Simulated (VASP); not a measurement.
A run of VASP 6.6.1 is set up as follows.

INCAR

```
ALGO = Normal ; EDIFF = 1E-6
ENCUT = 520 ; ISIF = 2
ISMEAR = -1 ; LASPH = T
LCHARG = F ; LREAL = F
LWAVE = F ; NBANDS = 12
NELM = 100 ; PREC = Accurate
SIGMA = 0.03
```

The input KPOINTS:

```
k-points
0
Gamma
  15 15 15
```

Contents of POSCAR:

```
Cu
1.0
    0.0000000000      1.7588202533      1.7588202533
    1.7588202533      0.0000000000      1.7588202533
    1.7588202533      1.7588202533      0.0000000000
Cu
1
Direct
    0.0000000000      0.0000000000      0.0000000000
```

Potentials or basis: VASP PAW LDA potentials, release 64 (Cu).

Launch:

```console
$ cat potpaw_LDA.64/Cu/POTCAR > POTCAR
$ mpirun -np 1 vasp_std > vasp.out
```

Q: Predict the pressure.

A: 0.7 GPa.
